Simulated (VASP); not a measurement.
C:

```
CELL_PARAMETERS angstrom
2.12732 -1.22828 0.00000
2.12732 1.22828 0.00000
-1.37907 0.00000 3.50283
ATOMIC_POSITIONS crystal
C 0.83336 0.83336 0.00009
C 0.16664 0.16664 0.99991
```

```yaml
Program: VASP 6.6.1
Task: relaxation of cell and atoms
Functional: LDA
Potentials_or_basis: VASP PAW LDA potentials, release 64 (C)
Cutoff: 600 eV
k_mesh: 21 × 21 × 12
Occupations: fermi-dirac, width 0.1 eV
Spin: no spin polarisation
```

At the start: pressure -3.8 GPa; volume 9.15 Å³/atom.

Task: How do energy, volume and symmetry change on relaxing?

Result: Over 12 steps the energy falls by 4.3 meV/atom and the volume is 8.51 Å³/atom (-7.1 %); space group R-3m (No. 166, to 0.1 Å) before and after.

The path:
| step | energy change (eV) | largest force (eV/Å) | pressure (GPa) | volume (Å³) |
| --- | --- | --- | --- | --- |
| 1 | 0.0000 | 0.0015 | -3.80 | 18.31 |
| 2 | 0.0105 | 0.0014 | 7.88 | 17.73 |
| 3 | -0.0026 | 0.0006 | -0.38 | 18.13 |
| 4 | -0.0026 | 0.0006 | -0.32 | 18.13 |
| 5 | -0.0031 | 0.0007 | -0.30 | 18.06 |
| 6 | -0.0047 | 0.0035 | -0.24 | 17.87 |
| 7 | -0.0072 | 0.0091 | -0.09 | 17.48 |
| 8 | -0.0079 | 0.0205 | 0.40 | 16.71 |
| 9 | -0.0085 | 0.0150 | 0.11 | 17.07 |
| 10 | -0.0085 | 0.0159 | 0.16 | 17.01 |
| 11 | -0.0066 | 0.2020 | -1.81 | 17.05 |
| 12 | -0.0086 | 0.0074 | -0.05 | 17.01 |

Final structure:
```cif
data_structure
_symmetry_space_group_name_H-M 'P 1'
_symmetry_Int_Tables_number 1
_cell_length_a 2.4462
_cell_length_b 2.4462
_cell_length_c 3.5628
_cell_angle_alpha 109.650
_cell_angle_beta 109.650
_cell_angle_gamma 59.990
_cell_volume 17.01
loop_
_atom_site_label
_atom_site_type_symbol
_atom_site_fract_x
_atom_site_fract_y
_atom_site_fract_z
_atom_site_occupancy
C1 C 0.83339 0.83339 0.00021 1
C2 C 0.16661 0.16661 0.99979 1
```
